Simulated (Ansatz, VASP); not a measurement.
Two plane-wave programs on MoS2

```
CELL_PARAMETERS angstrom
3.10211 0.00000 0.00000
-1.55106 2.68651 0.00000
0.00000 0.00000 12.09075
ATOMIC_POSITIONS crystal
Mo 0.33333 0.66667 0.25000
Mo 0.66667 0.33333 0.75000
S 0.33333 0.66667 0.62049
S 0.66667 0.33333 0.12049
S 0.33333 0.66667 0.87951
S 0.66667 0.33333 0.37951
```

Change from the starting cell: strain -0.015 along x and y, +0.000 along z, atoms carried along.

Alike in both runs: task single point; functional PBE; dispersion D3(BJ); k mesh 12 × 12 × 4; occupations gaussian, width 0.05 eV; no spin polarisation.

```csv
,VASP,Ansatz
version,VASP 6.6.1,Ansatz 0.2.0
potentials or method,"VASP PAW PBE potentials, release 64 (Mo_sv, S), cutoff 520 eV","scalar-relativistic, plane waves, PAW"
valence electrons in the cell,52,52
```

|  | VASP | Ansatz | Ansatz less VASP |
| --- | --- | --- | --- |
| gap on the k mesh at the Fermi level (eV) | 0.83 | 0.81 | -0.016 |
| least direct gap on the mesh (eV) | 1.86 | 1.85 | -0.004 |
| pressure (GPa) | 4.7 | 4.8 | +0.17 |
| traceless stress, the component that is largest in VASP (GPa) | -1.66 | -1.61 | +0.057 |
| rms of the force components (eV/Å) | 0.144 | 0.151 | +0.0073 |

Atom by atom the forces differ by 0.007 eV/Å (rms over components).
